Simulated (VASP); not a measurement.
# AsHF (P4/mmm) in VASP: notebook

The runs below take AsHF through single point, relaxation of cell and atoms, with PBE.

Everything below comes from runs of VASP 6.6.1. Logs are shortened: lines on timing, memory, paths and dates and some standing lists are left out, and cuts for length are marked.

### 1 The cell of the first run

Symmetry: P4/mmm, No. 123, tetragonal system. The conventional cell has a = 3.090 Å, b = 3.090 Å, c = 3.408 Å, α = 90.00°, β = 90.00°, γ = 90.00°. Within 2.3 Å of H (site symmetry 4/mmm) lie 2 As at 1.70 Å and 4 F at 2.19 Å. As (site symmetry 4/mmm) has 2 H at 1.70 Å within 2.3 Å. F (site symmetry 4/mmm) has 4 H at 2.19 Å and 8 As at 2.77 Å within 2.9 Å.

The cell was generated, and may not be a known phase.

### 2 Single point, PBE

Contents of INCAR:

```
SYSTEM = AsHF
PREC     = Accurate       ! precision mode
ENCUT    = 600            ! plane-wave cutoff, eV
EDIFF    = 1E-6           ! SCF threshold, eV
ISMEAR   = 0              ! smearing method
SIGMA    = 0.1            ! smearing width, eV
LREAL    = .FALSE.        ! projectors in reciprocal space
LASPH    = .TRUE.         ! aspherical terms in the spheres
NELM     = 120            ! most SCF steps
ALGO     = Normal         ! electronic algorithm
ISIF     = 2              ! what is computed and relaxed
LWAVE    = .FALSE.        ! write WAVECAR
LCHARG   = .FALSE.        ! write CHGCAR
GGA      = PE             ! functional
NBANDS   = 14             ! bands
GGA_COMPAT= .FALSE.
```

Contents of KPOINTS:

```
regular mesh
0
G
  6 6 6
  0 0 0
```

Contents of POSCAR:

```
AsHF
1.0
    3.0902248424      0.0000000000      0.0000000000
    0.0000000000      3.0902248424      0.0000000000
    0.0000000000      0.0000000000      3.4083760125
H As F
1 1 1
Direct
    0.5000000000      0.5000000000      0.5000000000
    0.5000000000      0.5000000000      0.0000000000
    0.0000000000      0.0000000000      0.5000000000
```

Potentials or basis: VASP PAW PBE potentials, release 64 (H, As, F).

Launch:

```console
> cat potpaw_PBE.64/H/POTCAR potpaw_PBE.64/As/POTCAR potpaw_PBE.64/F/POTCAR > POTCAR
> mpirun -np 1 vasp_std > vasp.out
```

OUTCAR:

```text
SYSTEM = AsHF
   PREC = Accurate
   ENCUT = 600
   EDIFF = 1E-6
   ISMEAR = 0
   LREAL = .FALSE.
   LASPH = .TRUE.
   NELM = 120
   ISIF = 2
   GGA = PE

 ion  position               nearest neighbor table
   1  0.500  0.500  0.500-   2 1.70   2 1.70
   2  0.500  0.500  0.000-   1 1.70   1 1.70
   3  0.000  0.000  0.500-

  LATTYP: Found a simple tetragonal cell.
 ALAT       =     3.0902248424
 C/A-ratio  =     1.1029540523

  Lattice vectors:

 A1 = (   3.0902248424,   0.0000000000,   0.0000000000)
 A2 = (   0.0000000000,   3.0902248424,   0.0000000000)
 A3 = (   0.0000000000,   0.0000000000,   3.4083760125)

Analysis of symmetry for initial positions (statically):
=====================================================================
 Subroutine PRICEL returns:
 Original cell was already a primitive cell.

 Routine SETGRP: Setting up the symmetry group for a
 simple tetragonal supercell.

 Subroutine GETGRP returns: Found 16 space group operations
 (whereof 16 operations were pure point group operations)
 out of a pool of 16 trial point group operations.

The static configuration has the point symmetry D_4h.

Analysis of symmetry for dynamics (positions and initial velocities):
=====================================================================
 Subroutine PRICEL returns:
 Original cell was already a primitive cell.

 Routine SETGRP: Setting up the symmetry group for a
 simple tetragonal supercell.

 Subroutine GETGRP returns: Found 16 space group operations
 (whereof 16 operations were pure point group operations)
 out of a pool of 16 trial point group operations.

The dynamic configuration has the point symmetry D_4h.

 Subroutine INISYM returns: Found 16 space group operations
 (whereof 16 operations are pure point group operations),
 and found     1 'primitive' translations

----------------------------------------------------------------------------------------

                                     Primitive cell

  volume of cell :      32.5483

  direct lattice vectors                    reciprocal lattice vectors
     3.090224842  0.000000000  0.000000000     0.323601049  0.000000000  0.000000000
     0.000000000  3.090224842  0.000000000     0.000000000  0.323601049  0.000000000
     0.000000000  0.000000000  3.408376013     0.000000000  0.000000000  0.293394859

  length of vectors
     3.090224842  3.090224842  3.408376013     0.323601049  0.323601049  0.293394859

  position of ions in fractional coordinates (direct lattice)
     0.500000000  0.500000000  0.500000000
     0.500000000  0.500000000  0.000000000
     0.000000000  0.000000000  0.500000000

  ion indices of the primitive-cell ions
   primitive index   ion index
                 1           1
                 2           2
                 3           3

----------------------------------------------------------------------------------------

 KPOINTS: regular mesh

Automatic generation of k-mesh.
 Grid dimensions read from file:
 generate k-points for:    6    6    6

 Generating k-lattice:

  Cartesian coordinates                     Fractional coordinates (reciprocal lattice)
     0.053933508  0.000000000  0.000000000     0.166666667  0.000000000  0.000000000
     0.000000000  0.053933508  0.000000000     0.000000000  0.166666667  0.000000000
     0.000000000  0.000000000  0.048899143     0.000000000  0.000000000  0.166666667

  Length of vectors
     0.053933508  0.053933508  0.048899143

  Shift w.r.t. Gamma in fractional coordinates (k-lattice)
     0.000000000  0.000000000  0.000000000

 Subroutine IBZKPT returns following result:
 ===========================================

 Found     40 irreducible k-points:

 Following reciprocal coordinates:
            Coordinates               Weight
  0.000000  0.000000  0.000000      1.000000
  0.166667  0.000000  0.000000      4.000000
  0.333333  0.000000  0.000000      4.000000
  0.500000  0.000000  0.000000      2.000000
  0.166667  0.166667  0.000000      4.000000
  0.333333  0.166667  0.000000      8.000000
[... 16 lines left out ...]
  0.333333  0.000000  0.333333      8.000000
  0.500000  0.000000  0.333333      4.000000
 [... further k-points ...]
   k-points           NKPTS =     40   k-points in BZ     NKDIM =     40   number of bands    NBANDS=     14
   number of dos      NEDOS =    301   number of ions     NIONS =      3
   total plane-waves  NPLWV =  21952
   dimension x,y,z NGX =    28 NGY =   28 NGZ =   28
   dimension x,y,z NGXF=    56 NGYF=   56 NGZF=   56
   ions per type =               1   1   1
   NGX,Y,Z   is equivalent  to a cutoff of  15.06, 15.06, 13.66 a.u.
   NGXF,Y,Z  is equivalent  to a cutoff of  30.13, 30.13, 27.31 a.u.
 SYSTEM =  AsHF
   PREC   = accura    normal or accurate (medium, high low for compatibility)
   ISTART =      0    job   : 0-new  1-cont  2-samecut
   ICHARG =      2    charge: 1-file 2-atom 10-const
   ISPIN  =      1    spin polarized calculation?
   LNONCOLLINEAR =      F non collinear calculations
   LSORBIT =      F    spin-orbit coupling
   LASPH  =      T    aspherical Exc in radial PAW
   ENCUT  =  600.0 eV  44.10 Ry    6.64 a.u.   6.17  6.17  6.81*2*pi/ulx,y,z
   NELM   =    120;   NELMIN=  2; NELMDL= -5     # of ELM steps
   EDIFF  = 0.1E-05   stopping-criterion for ELM
   LREAL  =      F    real-space projection
[... 7 lines left out ...]
   TEBEG  =    0.0;   TEEND  =   0.0 temperature during run
   PSTRESS=    0.0 pullay stress
   NELECT =      13.0000    total number of electrons
   NUPDOWN=      -1.0000    fix difference up-down
   EMIN   =  10.00;   EMAX   =-10.00  energy-range for DOS
   EFERMI =   0.00;   METHOD = LEGACY
   ISMEAR =     0;   SIGMA  =   0.10  broadening in eV -4-tet -1-fermi 0-gaus
   EFERMI_NEDOS =   21; number of points for ismear=-14 and -15
   IALGO  =     38    algorithm
   IMIX   =      4    mixing-type and parameters
     AMIX     =   0.40;   BMIX     =  1.00
     AMIX_MAG =   1.60;   BMIX_MAG =  1.00
  volume/ion in A,a.u.               =      10.85        73.22
  Fermi-wavevector in a.u.,A,eV,Ry     =   1.205628  2.278307 19.776603  1.453539
  Thomas-Fermi vector in A             =   2.341319
   LORBIT       =      0    0 simple, 1 ext, 2 COOP (PROOUT), +10 PAW based schemes
   GGA     = PE    functional components
   LHFCALC =     F    Hartree Fock is set to
   AEXX    =    0.0000 exact exchange contribution
   IVDW    =     0    specifies the selected vdW correction
   LEPSILON=     F    determine dielectric tensor
   LRPA    =     F    only Hartree local field effects (RPA)
 non-spin polarized calculation
 Gauss-broadening in eV      SIGMA  =   0.10
  energy-cutoff  :      600.00
  volume of cell :       32.55
 maximum number of plane-waves:      1112
 NGX is ok and might be reduce to    28
   NGX = 13   NGY = 13   NGZ = 13

 number of electron      12.9999994 magnetization

 Free energy of the ion-electron system (eV)
  ---------------------------------------------------
  ext. energy  EPLUGINS =         0.00000000
  ---------------------------------------------------
  free energy    TOTEN  =       -10.12322745 eV

  energy without entropy =      -10.11546461  energy(sigma->0) =      -10.11934603

 E-fermi :   3.3344     XC(G=0): -10.4289

 val. band max:        3.2919343490   @ k =   0.3333   0.1667   0.3333
 cond. band min:       3.4103267359   @ k =   0.3333   0.0000   0.3333
 fundamental gap:      0.1183923869
 Fermi energy:         3.3343762595

 k-point     1 :       0.0000    0.0000    0.0000
  band No.  band energies     occupation
      1     -18.7110      2.00000
      2      -8.9482      2.00000
      3      -0.6288      2.00000
      4       0.0932      2.00000
      5       0.0932      2.00000
      6       3.6535      0.00001
      7       5.0918      0.00000
      8       6.8864      0.00000
      9       6.8864      0.00000
     10      11.3584      0.00000
     11      14.9420      0.00000
     12      21.0768      0.00000
     13      21.0768      0.00000
     14      23.1806      0.00000

 k-point     2 :       0.1667    0.0000    0.0000
  band No.  band energies     occupation
      1     -18.6485      2.00000
      2      -8.8880      2.00000
      3      -0.4586      2.00000
      4      -0.1616      2.00000
      5       0.1952      2.00000
      6       3.8028      0.00000
      7       4.9719      0.00000
      8       5.1441      0.00000
      9       6.9015      0.00000
     10      12.8368      0.00000
     11      16.7475      0.00000
     12      19.1705      0.00000
     13      19.9949      0.00000
     14      20.9868      0.00000

 k-point     3 :       0.3333    0.0000    0.0000
  band No.  band energies     occupation
      1     -18.5194      2.00000
      2      -8.7745      2.00000
      3      -0.3290      2.00000
      4      -0.0745      2.00000
      5       0.4101      2.00000
      6       2.1032      2.00000
      7       4.6743      0.00000
      8       4.9014      0.00000
      9       6.9204      0.00000
     10      14.5337      0.00000
     11      17.2213      0.00000
     12      17.2640      0.00000
     13      18.9452      0.00000
     14      20.4054      0.00000
[... 324 lines left out ...]
 k-point    23 :       0.3333    0.0000    0.3333
  band No.  band energies     occupation
      1     -18.4467      2.00000
      2      -7.7384      2.00000
      3      -3.2812      2.00000
      4      -0.7065      2.00000
      5       0.5228      2.00000
      6       1.4218      2.00000
      7       3.4103      0.28278
      8       7.2573      0.00000
      9      12.1519      0.00000
     10      12.8710      0.00000
     11      15.6429      0.00000
     12      17.4556      0.00000
     13      18.7127      0.00000
     14      20.4095      0.00000

 k-point    24 :       0.5000    0.0000    0.3333
  band No.  band energies     occupation
      1     -18.3939      2.00000
      2      -7.4419      2.00000
      3      -3.0059      2.00000
      4      -1.9201      2.00000
      5       0.5888      2.00000
      6       1.9125      2.00000
      7       2.9029      2.00000
      8       7.4838      0.00000
      9      11.3615      0.00000
     10      13.1079      0.00000
     11      16.0140      0.00000
     12      17.4457      0.00000
     13      17.5046      0.00000
     14      19.8276      0.00000

 [... further k-points ...]

------------------------ aborting loop because EDIFF is reached ----------------------------------------

  FORCE on cell =-STRESS in cart. coord.  units (eV):
  Direction    XX          YY          ZZ          XY          YZ          ZX
  --------------------------------------------------------------------------------------
  -------------------------------------------------------------------------------------
  Total       -0.0632289     -0.0632289      0.0361411      0.0000000      0.0000000      0.0000000
  in kB       -3.1124248     -3.1124248      1.7790344      0.0000000      0.0000000      0.0000000
  external PRESSURE =      -1.4819384 kB  Pullay stress =       0.0000000 kB

 VOLUME and BASIS-vectors are now :
 -----------------------------------------------------------------------------
  energy-cutoff  :      600.00
  volume of cell :       32.55
      direct lattice vectors                 reciprocal lattice vectors
     3.090224842  0.000000000  0.000000000     0.323601049  0.000000000  0.000000000
     0.000000000  3.090224842  0.000000000     0.000000000  0.323601049  0.000000000
     0.000000000  0.000000000  3.408376013     0.000000000  0.000000000  0.293394859

 POSITION                                       TOTAL-FORCE (eV/Angst)
 -----------------------------------------------------------------------------------
      1.54511      1.54511      1.70419         0.000000      0.000000      0.000000
      1.54511      1.54511      0.00000         0.000000      0.000000      0.000000
      0.00000      0.00000      1.70419         0.000000      0.000000      0.000000
 -----------------------------------------------------------------------------------
    total drift:                               -0.000000      0.000000      0.000000

  FREE ENERGIE OF THE ION-ELECTRON SYSTEM (eV)
  ---------------------------------------------------
  free  energy   TOTEN  =       -10.1232274545 eV

  energy  without entropy=      -10.1154646088  energy(sigma->0) =      -10.11934603
```

It took 16 s on 1 thread of Oxide Virtual Turin-like, shared host; peak memory 0.14 GiB.

What came out:

| Quantity | Value |
| --- | --- |
| Free energy | -10.1232 eV |
| Pressure | -0.1 GPa |
| Band gap on the k mesh | zero (an odd number of electrons rules out a gap without spin polarisation) |

Levels at points of the mesh, in eV from the Fermi level:
```csv
k point,band 2,band 3,band 4,band 5,band 6,band 7,band 8,band 9,band 10,band 11
"(0.00, 0.00, 0.00)",-12.28,-3.96,-3.24,-3.24,0.32,1.76,3.55,3.55,8.02,11.61
"(0.50, 0.00, 0.00)",-12.06,-3.19,-3.12,-2.81,-2.81,1.15,1.85,3.59,12.24,12.73
"(0.50, 0.50, 0.00)",-10.47,-5.38,-5.38,-2.97,0.19,0.19,2.20,2.72,6.99,12.22
"(0.00, 0.00, 0.50)",-11.62,-6.83,-2.92,-2.92,-2.57,3.27,3.27,9.49,11.46,12.05
"(0.50, 0.00, 0.50)",-9.77,-7.97,-5.56,-2.72,-1.47,0.19,4.37,7.06,11.60,13.24
"(0.50, 0.50, 0.50)",-8.21,-6.18,-4.05,-4.05,-3.79,-1.80,-1.80,9.30,9.95,9.95
```

Caveat: an odd number of electrons without spin polarisation forces a metal; a magnetic or distorted state may lie lower.

### 3 Relaxation of cell and atoms, PBE

This run uses another cell than the first one, of 17.43 Å³/atom.

Contents of INCAR:

```
PREC = Accurate ; ENCUT = 600
EDIFF = 1E-7 ; ISMEAR = 0
SIGMA = 0.1 ; LREAL = F
LASPH = T ; NELM = 120
ALGO = Normal ; ISIF = 3
LWAVE = F ; LCHARG = F
GGA = PE ; IBRION = 2
NSW = 90 ; EDIFFG = -0.04
GGA_COMPAT = F ; NELMIN = 4
```

Contents of KPOINTS:

```
regular mesh
0
Gamma
  4 4 6
```

Contents of POSCAR:

```
AsHF
1.0
    4.0601734500      0.0000000000      0.0000000000
    0.0000000000      4.0601734500      0.0000000000
    0.0000000000      0.0000000000      3.1713609800
H As F
1 1 1
Direct
    0.5000000000      0.5000000000      0.5000000000
    0.5000000000      0.5000000000      0.0000000000
    0.0000000000      0.0000000000      0.5000000000
```

Potentials or basis: VASP PAW PBE potentials, release 64 (H, As, F).

Launch:

```console
> cat potpaw_PBE.64/H/POTCAR potpaw_PBE.64/As/POTCAR potpaw_PBE.64/F/POTCAR > POTCAR
> mpirun -np 1 vasp_std > vasp.out
```

Wall time 1.9 min (1 thread of Oxide Virtual Turin-like, shared host); peak memory 0.16 GiB.

It converged, with:

```yaml
Free_energy: -10.0519 eV
Relaxed_volume: 10.83 Å³/atom
Relaxed_cell: a = 3.097 Å, b = 3.097 Å, c = 3.388 Å, α = 90.00°, β = 90.00°, γ = 90.00°
Space_group_after_relaxing_to_0.1_Å: P4/mmm (No. 123)
Energy_gained_by_relaxing: 499.5 meV/atom
Ionic_steps: 10
Pressure_after_relaxing: 0.5 GPa
Band_gap_on_the_k_mesh: zero (an odd number of electrons rules out a gap without spin polarisation)
```

Stress tensor (GPa, compression positive):
```
0.52 0.00 0.00
0.00 0.52 0.00
0.00 0.00 0.32
```

The path:
| step | energy change (eV) | largest force (eV/Å) | pressure (GPa) | volume (Å³) |
| --- | --- | --- | --- | --- |
| 1 | 0.0000 | 0.0000 | -3.06 | 52.28 |
| 2 | -0.5938 | 0.0000 | -8.80 | 49.51 |
| 3 | -0.7844 | 0.0000 | -11.11 | 47.48 |
| 4 | -0.8725 | 0.0000 | -13.31 | 42.94 |
| 5 | -0.8613 | 0.0000 | -12.40 | 45.65 |
| 6 | -1.2963 | 0.0000 | -9.50 | 38.04 |
| 7 | -1.4106 | 0.0000 | -4.73 | 33.92 |
| 8 | -1.4128 | 0.0000 | -3.12 | 33.03 |
| 9 | -1.4891 | 0.0000 | -0.86 | 32.68 |
| 10 | -1.4986 | 0.0000 | 0.45 | 32.50 |

Final structure:
```xyz
3
Lattice="3.0971 0.0000 0.0000 0.0000 3.0971 0.0000 0.0000 0.0000 3.3881" Properties=species:S:1:pos:R:3 pbc="T T T"
H     1.5486    1.5486    1.6941
As    1.5486    1.5486    0.0000
F     0.0000    3.0971    1.6941
```

Levels at points of the mesh, in eV from the Fermi level:
```
           k point  band 2  band 3  band 4  band 5  band 6  band 7  band 8  band 9  band 10
(0.00, 0.00, 0.00)  -12.52   -4.10   -3.43   -3.43    0.19    1.60    3.31    3.31     7.77
(0.50, 0.00, 0.00)  -12.32   -3.33   -3.31   -2.99   -2.96    1.01    1.70    3.30    12.00
(0.50, 0.50, 0.00)  -10.76   -5.59   -5.59   -3.12    0.03    0.03    2.03    2.61     6.83
(0.00, 0.00, 0.50)  -11.81   -7.09   -3.09   -3.09   -2.74    3.02    3.02    9.28    11.31
(0.50, 0.00, 0.50)   -9.98   -8.20   -5.75   -2.90   -1.68    0.03    4.11    6.86    11.36
(0.50, 0.50, 0.50)   -8.45   -6.45   -4.21   -4.21   -3.97   -2.00   -2.00    9.18     9.74
```

Caveat: the k points lie up to 0.51 Å⁻¹ apart in the final cell, too coarse for converged energies and pressures of a metal; the volume moved by over 15 % at a fixed basis, so the end points are rough; an odd number of electrons without spin polarisation forces a metal; a magnetic or distorted state may lie lower.

The gap in the log of VASP goes by the Fermi energy; the results here count the filled bands.